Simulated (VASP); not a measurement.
# Rh (P6_3/mmc) in VASP: further runs

Rh is run at these levels: PBE; tasks: single point.

Everything below comes from runs of VASP 6.6.1. Logs are shortened: lines on timing, memory, paths and dates and some standing lists are left out, and cuts for length are marked.

## Step 1: The cell of the first run

The structure is hexagonal, space group P6_3/mmc (No. 194). The conventional cell has a = 2.794 Å, b = 2.794 Å, c = 4.470 Å, α = 90.00°, β = 90.00°, γ = 120.00°. Rh (site symmetry -6m2) has 12 Rh at 2.76 to 2.79 Å within 3.6 Å.

## Step 2: Single point, PBE, collinear spin, antiferromagnetic start

Contents of INCAR:

```
SYSTEM = Rh
PREC = Accurate
ENCUT = 500
EDIFF = 1E-6
ISMEAR = -1
SIGMA = 0.1
LREAL = .FALSE.
LASPH = .TRUE.
NELM = 200
ALGO = Normal
ISIF = 2
LWAVE = .FALSE.
LCHARG = .FALSE.
ISPIN = 2
MAGMOM = 0.5 -0.5
LORBIT = 11
NUPDOWN = 0.0
LMAXMIX = 4
GGA = PE
NBANDS = 26
GGA_COMPAT = .FALSE.
```

Contents of KPOINTS:

```
regular mesh
0
G
  2 2 1
  0 0 0
```

Contents of POSCAR:

```
Rh
1.0
    2.7936763274      0.0000000000      0.0000000000
   -1.3968381637      2.4193946695      0.0000000000
    0.0000000000      0.0000000000      4.4698821239
Rh
2
Direct
    0.3333333333      0.6666666667      0.2500000000
    0.6666666667      0.3333333333      0.7500000000
```

Potentials or basis: VASP PAW PBE potentials, release 64 (Rh_pv).

Launch:

```bash
$ cat potpaw_PBE.64/Rh_pv/POTCAR > POTCAR
$ mpirun -np 1 vasp_std > vasp.out
```

OUTCAR:

```text
SYSTEM = Rh
   PREC = Accurate
   ENCUT = 500
   EDIFF = 1E-6
   ISMEAR = -1
   LREAL = .FALSE.
   LASPH = .TRUE.
   NELM = 200
   ISIF = 2
   ISPIN = 2
   LORBIT = 11
   NUPDOWN = 0.0
   GGA = PE

 ion  position               nearest neighbor table
   1  0.333  0.667  0.250-   2 2.76   2 2.76   2 2.76   2 2.76   2 2.76   2 2.76
   2  0.667  0.333  0.750-   1 2.76   1 2.76   1 2.76   1 2.76   1 2.76   1 2.76

  LATTYP: Found a hexagonal cell.
 ALAT       =     2.7936763274
 C/A-ratio  =     1.6000000000

  Lattice vectors:

 A1 = (   2.7936763274,   0.0000000000,   0.0000000000)
 A2 = (  -1.3968381637,   2.4193946695,   0.0000000000)
 A3 = (   0.0000000000,   0.0000000000,   4.4698821239)

Analysis of symmetry for initial positions (statically):
=====================================================================
 Subroutine PRICEL returns:
 Original cell was already a primitive cell.

 Routine SETGRP: Setting up the symmetry group for a
 hexagonal supercell.

 Subroutine GETGRP returns: Found 24 space group operations
 (whereof 12 operations were pure point group operations)
 out of a pool of 24 trial point group operations.

The static configuration has the point symmetry D_3d.
 The point group associated with its full space group is D_6h.

Analysis of symmetry for dynamics (positions and initial velocities):
=====================================================================
 Subroutine PRICEL returns:
 Original cell was already a primitive cell.

 Routine SETGRP: Setting up the symmetry group for a
 hexagonal supercell.

 Subroutine GETGRP returns: Found 24 space group operations
 (whereof 12 operations were pure point group operations)
 out of a pool of 24 trial point group operations.

The dynamic configuration has the point symmetry D_3d.
 The point group associated with its full space group is D_6h.

Analysis of structural, dynamic, and magnetic symmetry:
=====================================================================
 Subroutine PRICEL returns:
 Original cell was already a primitive cell.

 Routine SETGRP: Setting up the symmetry group for a
 hexagonal supercell.

 Subroutine GETGRP returns: Found 24 space group operations
 (whereof 12 operations were pure point group operations)
 out of a pool of 24 trial point group operations.

The overall configuration has the point symmetry D_3d.
 The point group associated with its full space group is D_6h.

 Subroutine INISYM returns: Found 24 space group operations
 (whereof 12 operations are pure point group operations),
 and found     1 'primitive' translations

----------------------------------------------------------------------------------------

                                     Primitive cell

  volume of cell :      30.2120

  direct lattice vectors                    reciprocal lattice vectors
     2.793676327  0.000000000  0.000000000     0.357951274  0.206663264  0.000000000
    -1.396838164  2.419394669  0.000000000     0.000000000  0.413326529  0.000000000
     0.000000000  0.000000000  4.469882124     0.000000000  0.000000000  0.223719546

  length of vectors
     2.793676327  2.793676327  4.469882124     0.413326529  0.413326529  0.223719546

  position of ions in fractional coordinates (direct lattice)
     0.333333333  0.666666667  0.250000000
     0.666666667  0.333333333  0.750000000

  ion indices of the primitive-cell ions
   primitive index   ion index
                 1           1
                 2           2

----------------------------------------------------------------------------------------

 KPOINTS: regular mesh

Automatic generation of k-mesh.
 Grid dimensions read from file:
 generate k-points for:    2    2    1

 Generating k-lattice:

  Cartesian coordinates                     Fractional coordinates (reciprocal lattice)
     0.178975637  0.103331632  0.000000000     0.500000000  0.000000000  0.000000000
     0.000000000  0.206663264  0.000000000     0.000000000  0.500000000  0.000000000
     0.000000000  0.000000000  0.223719546     0.000000000  0.000000000  1.000000000

  Length of vectors
     0.206663264  0.206663264  0.223719546

  Shift w.r.t. Gamma in fractional coordinates (k-lattice)
     0.000000000  0.000000000  0.000000000

 Subroutine IBZKPT returns following result:
 ===========================================

 Found      2 irreducible k-points:

 Following reciprocal coordinates:
            Coordinates               Weight
  0.000000  0.000000  0.000000      1.000000
  0.500000  0.000000  0.000000      3.000000
   k-points           NKPTS =      2   k-points in BZ     NKDIM =      2   number of bands    NBANDS=     26
   number of dos      NEDOS =    301   number of ions     NIONS =      2
   total plane-waves  NPLWV =  14400
   dimension x,y,z NGX =    20 NGY =   20 NGZ =   36
   dimension x,y,z NGXF=    40 NGYF=   40 NGZF=   72
   ions per type =               2
   NGX,Y,Z   is equivalent  to a cutoff of  11.90, 11.90, 13.39 a.u.
   NGXF,Y,Z  is equivalent  to a cutoff of  23.80, 23.80, 26.78 a.u.
 SYSTEM =  Rh
   PREC   = accura    normal or accurate (medium, high low for compatibility)
   ISTART =      0    job   : 0-new  1-cont  2-samecut
   ICHARG =      2    charge: 1-file 2-atom 10-const
   ISPIN  =      2    spin polarized calculation?
   LNONCOLLINEAR =      F non collinear calculations
   LSORBIT =      F    spin-orbit coupling
   LASPH  =      T    aspherical Exc in radial PAW
   ENCUT  =  500.0 eV  36.75 Ry    6.06 a.u.   5.09  5.09  8.15*2*pi/ulx,y,z
   NELM   =    200;   NELMIN=  2; NELMDL= -5     # of ELM steps
   EDIFF  = 0.1E-05   stopping-criterion for ELM
   LREAL  =      F    real-space projection
   EDIFFG = 0.1E-04   stopping-criterion for IOM
   NSW    =      0    number of steps for IOM
   IBRION =     -1    ionic relax: 0-MD 1-quasi-New 2-CG
   NFREE  =      0    steps in history (QN), initial steepest desc. (CG)
   ISIF   =      2    stress and relaxation
   ISYM   =      2    0-nonsym 1-usesym 2-fastsym
   POTIM  = 0.5000    time-step for ionic-motion
   TEBEG  =    0.0;   TEEND  =   0.0 temperature during run
   PSTRESS=    0.0 pullay stress
   NELECT =      30.0000    total number of electrons
   NUPDOWN=       0.0000    fix difference up-down
   EMIN   =  10.00;   EMAX   =-10.00  energy-range for DOS
   EFERMI =   0.00;   METHOD = LEGACY
   ISMEAR =    -1;   SIGMA  =   0.10  broadening in eV -4-tet -1-fermi 0-gaus
   EFERMI_NEDOS =   21; number of points for ismear=-14 and -15
   IALGO  =     38    algorithm
   IMIX   =      4    mixing-type and parameters
     AMIX     =   0.40;   BMIX     =  1.00
     AMIX_MAG =   1.60;   BMIX_MAG =  1.00
  volume/ion in A,a.u.               =      15.11       101.94
  Fermi-wavevector in a.u.,A,eV,Ry     =   1.633261  3.086416 36.294111  2.667542
  Thomas-Fermi vector in A             =   2.725095
   LORBIT       =     11    0 simple, 1 ext, 2 COOP (PROOUT), +10 PAW based schemes
   GGA     = PE    functional components
   LHFCALC =     F    Hartree Fock is set to
   AEXX    =    0.0000 exact exchange contribution
   IVDW    =     0    specifies the selected vdW correction
   LEPSILON=     F    determine dielectric tensor
   LRPA    =     F    only Hartree local field effects (RPA)
 spin polarized calculation
  energy-cutoff  :      500.00
  volume of cell :       30.21
 maximum number of plane-waves:       762
   NGX = 11   NGY = 11   NGZ = 17

 number of electron      29.9999990 magnetization      -0.0000000

 number of electron      29.9999990 magnetization       0.0000000

 Free energy of the ion-electron system (eV)
  ---------------------------------------------------
  ext. energy  EPLUGINS =         0.00000000
  ---------------------------------------------------
  free energy    TOTEN  =       -13.17827911 eV

  energy without entropy =      -13.01992361  energy(sigma->0) =      -13.09910136

 E-fermi :  11.2363     XC(G=0): -13.3628

 val. band max:       10.9097135860   @ k =   0.0000   0.0000   0.0000
 cond. band min:      11.3503878788   @ k =   0.5000   0.0000   0.0000
 fundamental gap:      0.4406742928
 Fermi energy:        11.2363262707

 spin component 1

 k-point     1 :       0.0000    0.0000    0.0000
  band No.  band energies     occupation
      1     -35.9826      1.00000
      2     -35.9826      1.00000
      3     -35.9230      1.00000
      4     -35.2805      1.00000
      5     -35.1617      1.00000
      6     -35.1617      1.00000
[... 18 lines left out ...]
     25      31.8795      0.00000
     26      32.4775      0.00000

 k-point     2 :       0.5000    0.0000    0.0000
  band No.  band energies     occupation
      1     -36.3638      1.00000
      2     -36.0790      1.00000
      3     -35.7293      1.00000
      4     -35.5507      1.00000
      5     -35.3755      1.00000
      6     -35.2530      1.00000
[... 18 lines left out ...]
     25      30.5002      0.00000
     26      31.4857      0.00000
 Fermi energy:        11.2363262708

 spin component 2

 k-point     1 :       0.0000    0.0000    0.0000
  band No.  band energies     occupation
      1     -35.9826      1.00000
      2     -35.9826      1.00000
      3     -35.9230      1.00000
      4     -35.2805      1.00000
      5     -35.1617      1.00000
      6     -35.1617      1.00000
[... 18 lines left out ...]
     25      31.8795      0.00000
     26      32.5650      0.00000

 k-point     2 :       0.5000    0.0000    0.0000
  band No.  band energies     occupation
      1     -36.3638      1.00000
      2     -36.0790      1.00000
      3     -35.7293      1.00000
      4     -35.5507      1.00000
      5     -35.3755      1.00000
      6     -35.2530      1.00000
[... 18 lines left out ...]
     25      30.5002      0.00000
     26      31.4756      0.00000

------------------------ aborting loop because EDIFF is reached ----------------------------------------

  FORCE on cell =-STRESS in cart. coord.  units (eV):
  Direction    XX          YY          ZZ          XY          YZ          ZX
  --------------------------------------------------------------------------------------
  -------------------------------------------------------------------------------------
  Total        1.9011069      1.9011069     -2.5370563     -0.0000000     -0.0000000     -0.0000000
  in kB      100.8180362    100.8180362   -134.5432177     -0.0000000     -0.0000000     -0.0000000
  external PRESSURE =      22.3642849 kB  Pullay stress =       0.0000000 kB

 VOLUME and BASIS-vectors are now :
 -----------------------------------------------------------------------------
  energy-cutoff  :      500.00
  volume of cell :       30.21
      direct lattice vectors                 reciprocal lattice vectors
     2.793676327  0.000000000  0.000000000     0.357951274  0.206663264  0.000000000
    -1.396838164  2.419394669  0.000000000     0.000000000  0.413326529  0.000000000
     0.000000000  0.000000000  4.469882124     0.000000000  0.000000000  0.223719546

 POSITION                                       TOTAL-FORCE (eV/Angst)
 -----------------------------------------------------------------------------------
     -0.00000      1.61293      1.11747         0.000000      0.000000      0.000000
      1.39684      0.80646      3.35241        -0.000000      0.000000      0.000000
 -----------------------------------------------------------------------------------
    total drift:                               -0.000000      0.000000     -0.000000

  FREE ENERGIE OF THE ION-ELECTRON SYSTEM (eV)
  ---------------------------------------------------
  free  energy   TOTEN  =       -13.1782791133 eV

  energy  without entropy=      -13.0199236062  energy(sigma->0) =      -13.09910136

 total charge

# of ion       s       p       d       tot
------------------------------------------
    1        0.336   6.221   7.171  13.728
    2        0.336   6.221   7.171  13.728
--------------------------------------------------
tot          0.672  12.441  14.343  27.456

 magnetization (x)

# of ion       s       p       d       tot
------------------------------------------
    1       -0.002   0.014   0.777   0.789
    2        0.002  -0.014  -0.777  -0.789
--------------------------------------------------
tot          0.000   0.000   0.000   0.000
```

Wall time 14 s (1 thread of Intel Xeon 8259CL, shared host); peak memory 0.14 GiB.

Results:

```
Free energy                                           : -13.1783 eV
Pressure                                              : 2.2 GPa
Net moment                                            : 0.00 μB per cell
Site moments                                          : Rh +0.79, -0.79 μB
Valence electrons inside the program's atomic spheres : Rh 13.73
```

Caveat: the k points lie up to 1.41 Å⁻¹ apart; the total moment is fixed, so each spin has its own Fermi level.

## Step 3: Single point, PBE, collinear spin, antiferromagnetic start

Contents of INCAR:

```
PREC = Accurate ; ENCUT = 500
EDIFF = 1E-6 ; ISMEAR = -1
SIGMA = 0.1 ; LREAL = F
LASPH = T ; NELM = 200
ALGO = Normal ; ISIF = 2
LWAVE = F ; LCHARG = T
ISPIN = 2 ; MAGMOM = 0.5 -0.5
LORBIT = 11 ; NUPDOWN = 0.0
LMAXMIX = 4 ; GGA = PE
LELF = T ; LVHAR = T
NBANDS = 26 ; GGA_COMPAT = F
```

Contents of KPOINTS:

```
Automatic mesh
0
Gamma
  2 2 1
```

POSCAR is that of step 2.

Potentials or basis: VASP PAW PBE potentials, release 64 (Rh_pv).

Launch:

```bash
$ cat potpaw_PBE.64/Rh_pv/POTCAR > POTCAR
$ mpirun -np 1 vasp_std > vasp.out
```

Wall time 25 s (1 thread of Intel Xeon 8259CL, shared host); peak memory 0.14 GiB.

It converged, with:

- Free energy: -13.1783 eV
- Pressure: 2.2 GPa
- Net moment: 0.00 μB per cell
- Site moments: Rh +0.79, -0.79 μB
- Valence electrons inside the program's atomic spheres: Rh 13.73

Stress tensor (GPa, compression positive):
```
 10.08   0.00   0.00
  0.00  10.08   0.00
  0.00   0.00 -13.45
```

Caveat: the k points lie up to 1.41 Å⁻¹ apart; the total moment is fixed, so each spin has its own Fermi level.
